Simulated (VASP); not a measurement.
# PbSe (Pm-3m) in VASP: a series of runs, part 2 of 2

VASP 6.6.1. Earlier steps stand in the parts before.

**3. Relaxation of cell and atoms, RPBE**

The input, INCAR:

```
SYSTEM = PbSe
PREC = Accurate
ENCUT = 600
EDIFF = 1E-7
ISMEAR = -1
SIGMA = 0.05
LREAL = .False.
LASPH = .True.
NELM = 60
ALGO = Normal
ISIF = 3
LWAVE = .False.
LCHARG = .False.
GGA = RP
IBRION = 2
NSW = 60
EDIFFG = -0.01
```

The input, KPOINTS:

```
regular mesh
0
Gamma
  7 7 7
  0 0 0
```

The input, POSCAR:

```
PbSe
1.0
    3.7843220000      0.0000000000      0.0000000000
    0.0000000000      3.7843220000      0.0000000000
    0.0000000000      0.0000000000      3.7843220000
Pb Se
1 1
Direct
    0.0000000000      0.0000000000      0.0000000000
    0.5000000000      0.5000000000      0.5000000000
```

Potentials or basis: VASP PAW PBE potentials, release 64 (Pb_d, Se).

Launch:

```bash
cat potpaw_PBE.64/Pb_d/POTCAR potpaw_PBE.64/Se/POTCAR > POTCAR
mpirun -np 1 vasp_std > vasp.out
```

Wall time 78 s (1 thread of Intel Xeon 6975P-C, shared host); peak memory 0.18 GiB.

It converged, with:

* Free energy: -7.0029 eV
* Relaxed volume: 28.14 Å³/atom
* Relaxed cell: a = 3.832 Å, b = 3.832 Å, c = 3.832 Å, α = 90.00°, β = 90.00°, γ = 90.00°
* Space group after relaxing (to 0.05 Å): Pm-3m (No. 221)
* Energy gained by relaxing: 5.4 meV/atom
* Ionic steps: 3
* Pressure after relaxing: 0.0 GPa
* Band gap on the k mesh: zero (filled and empty bands overlap)

The path:
```tsv
step	energy change (eV)	largest force (eV/Å)	pressure (GPa)	volume (Å³)
1	0.0000	0.0000	1.70	54.20
2	-0.0106	0.0000	-0.16	56.49
3	-0.0107	0.0000	0.01	56.27
```

Final structure:
```cif
data_structure
_symmetry_space_group_name_H-M 'P 1'
_symmetry_Int_Tables_number 1
_cell_length_a 3.8320
_cell_length_b 3.8320
_cell_length_c 3.8320
_cell_angle_alpha 90.000
_cell_angle_beta 90.000
_cell_angle_gamma 90.000
_cell_volume 56.27
loop_
_atom_site_label
_atom_site_type_symbol
_atom_site_fract_x
_atom_site_fract_y
_atom_site_fract_z
_atom_site_occupancy
Pb1 Pb 0.00000 0.00000 0.00000 1
Se1 Se 0.50000 0.50000 0.50000 1
```

Levels at points of the mesh, in eV from the Fermi level:
| k point | band 6 | band 7 | band 8 | band 9 | band 10 | band 11 | band 12 | band 13 | band 14 |
| --- | --- | --- | --- | --- | --- | --- | --- | --- | --- |
| (0.00, 0.00, 0.00) | -12.93 | -7.11 | -1.39 | -1.39 | -1.39 | 5.21 | 5.21 | 5.85 | 5.85 |

Caveat: the PAW data sets were made with another functional, which shifts forces and pressure a little; spin-orbit coupling is left out, which moves the levels of the heavy elements.

**4. Single point, PBE, non-collinear spin, zero start, spin-orbit coupling**

The input, INCAR:

```
SYSTEM = PbSe
PREC = Accurate
ENCUT = 520
EDIFF = 1E-6
ISMEAR = -1
SIGMA = 0.05
LREAL = .FALSE.
LASPH = .TRUE.
NELM = 150
ALGO = Normal
ISIF = 2
LWAVE = .FALSE.
LCHARG = .FALSE.
MAGMOM = 0 0 0 0 0 0
LORBIT = 11
LSORBIT = .TRUE.
GGA_COMPAT = .FALSE.
LORBMOM = .TRUE.
GGA = PE
NBANDS = 32
```

The input, KPOINTS:

```
Automatic mesh
0
G
  5 5 5
  0 0 0
```

POSCAR is that of step 3.

Potentials or basis: VASP PAW PBE potentials, release 64 (Pb_d, Se).

Launch:

```bash
cat potpaw_PBE.64/Pb_d/POTCAR potpaw_PBE.64/Se/POTCAR > POTCAR
mpirun -np 1 vasp_ncl > vasp.out
```

OUTCAR:

```text
SYSTEM = PbSe
   PREC = Accurate
   ENCUT = 520
   EDIFF = 1E-6
   ISMEAR = -1
   LREAL = .FALSE.
   LASPH = .TRUE.
   NELM = 150
   ISIF = 2
   LORBIT = 11
   LSORBIT = .TRUE.
   GGA = PE

 ion  position               nearest neighbor table
   1  0.000  0.000  0.000-   2 3.28   2 3.28   2 3.28   2 3.28   2 3.28   2 3.28   2 3.28   2 3.28

   2  0.500  0.500  0.500-   1 3.28   1 3.28   1 3.28   1 3.28   1 3.28   1 3.28   1 3.28   1 3.28

  LATTYP: Found a simple cubic cell.
 ALAT       =     3.7843220000

  Lattice vectors:

 A1 = (   3.7843220000,   0.0000000000,   0.0000000000)
 A2 = (   0.0000000000,   3.7843220000,   0.0000000000)
 A3 = (   0.0000000000,   0.0000000000,   3.7843220000)

[... 624 lines left out ...]
 l=   3
     0.0000000     0.0000000     0.0000000     0.0000000     0.0000000     0.0000000     0.0000000
     0.0000000     0.0000000     0.0000000     0.0000000     0.0000000     0.0000000     0.0000000
     0.0000000     0.0000000     0.0000000     0.0000000     0.0000000     0.0000000     0.0000000
     0.0000000     0.0000000     0.0000000     0.0000000     0.0000000     0.0000000     0.0000000
     0.0000000     0.0000000     0.0000000     0.0000000     0.0000000     0.0000000     0.0000000
     0.0000000     0.0000000     0.0000000     0.0000000     0.0000000     0.0000000     0.0000000
     0.0000000     0.0000000     0.0000000     0.0000000     0.0000000     0.0000000     0.0000000

 total charge

# of ion       s       p       d       tot
------------------------------------------
    1        1.460   0.526   9.834  11.821
    2        1.483   2.267   0.016   3.765
--------------------------------------------------
tot          2.943   2.793   9.850  15.586

 magnetization (x)

# of ion       s       p       d       tot
------------------------------------------
    1       -0.000   0.000  -0.000  -0.000
    2        0.000   0.000   0.000   0.000
--------------------------------------------------
tot         -0.000   0.000   0.000  -0.000

 magnetization (y)

# of ion       s       p       d       tot
------------------------------------------
    1       -0.000   0.000  -0.000  -0.000
    2        0.000  -0.000  -0.000  -0.000
--------------------------------------------------
tot         -0.000  -0.000  -0.000  -0.000

 magnetization (z)

# of ion       s       p       d       tot
------------------------------------------
    1        0.000   0.000  -0.000   0.000
    2        0.000   0.000   0.000   0.000
--------------------------------------------------
tot          0.000   0.000  -0.000   0.000
```

OSZICAR:

```text
N       E                     dE             d eps       ncg     rms          rms(c)
DAV:   1     0.205030285511E+03    0.20503E+03   -0.91401E+03   640   0.132E+03
DAV:   2     0.130826457620E+02   -0.19195E+03   -0.18370E+03   648   0.370E+02
DAV:   3    -0.761119462128E+01   -0.20694E+02   -0.20050E+02   816   0.136E+02
DAV:   4    -0.848531828694E+01   -0.87412E+00   -0.87229E+00   784   0.294E+01
DAV:   5    -0.851976060758E+01   -0.34442E-01   -0.34440E-01   944   0.606E+00    0.278E+00
DAV:   6    -0.815121248420E+01    0.36855E+00   -0.73491E-01   920   0.736E+00    0.135E+00
DAV:   7    -0.815637541091E+01   -0.51629E-02   -0.94171E-02   760   0.180E+00    0.903E-01
DAV:   8    -0.815594892588E+01    0.42649E-03   -0.88775E-03   792   0.121E+00    0.367E-01
DAV:   9    -0.815571313993E+01    0.23579E-03   -0.61500E-04   968   0.242E-01    0.146E-01
DAV:  10    -0.815562535339E+01    0.87787E-04   -0.52731E-04   880   0.238E-01    0.363E-02
DAV:  11    -0.815565184780E+01   -0.26494E-04   -0.60326E-05   728   0.531E-02    0.142E-02
DAV:  12    -0.815565244252E+01   -0.59473E-06   -0.92664E-06   896   0.423E-02
   1 F= -.81556524E+01 E0= -.81484839E+01  d E =-.143370E-01  mag=    -0.0000    -0.0000    -0.0000
```

stdout:

```text
POSCAR found type information on POSCAR PbSe
 POSCAR found :  2 types and       2 ions
 scaLAPACK will be used
 LDA part: xc-table for (Slater+PW92), standard interpolation
 POSCAR, INCAR and KPOINTS ok, starting setup
 FFT: planning ... GRIDC
 FFT: planning ... GRID_SOFT
 FFT: planning ... GRID
 WAVECAR not read
 entering main loop
```

It took 68 s on 1 thread of Intel Xeon 6975P-C, shared host; peak memory 0.25 GiB.

What came out:

| Item | Value |
| --- | --- |
| Free energy | -8.1557 eV |
| Pressure | -0.3 GPa |
| Net moment | 0.00 μB per cell |
| Valence electrons inside the program's atomic spheres | Pb 11.82; Se 3.77 |

Moments on the atoms (μB; x, y, z):
```
Pb  0.00 0.00 0.00
Se  0.00 0.00 0.00
```

**5. Overview**

```csv
task,level,spin,cell,k mesh,cutoff (eV),gap on the mesh (eV),pressure (GPa),relaxed volume (Å³/atom)
relaxation of cell and atoms,PBEsol,off,relaxed,7 × 7 × 7,600,none,0.0,25.42
relaxation of cell and atoms,RPBE,off,relaxed,7 × 7 × 7,600,none,0.0,28.14
single point,PBE,"non-collinear, zero start, SOC",as given,5 × 5 × 5,520,-,-0.3,-
```

Alike in all rows: potentials or basis VASP PAW PBE potentials, release 64 (Pb_d, Se); smearing fermi-dirac 0.05 eV.

Caveats: the PAW data sets were made with another functional, which shifts forces and pressure a little (some runs); spin-orbit coupling is left out, which moves the levels of the heavy elements (some runs).

Absolute energies hang on the potentials; compare differences alone.
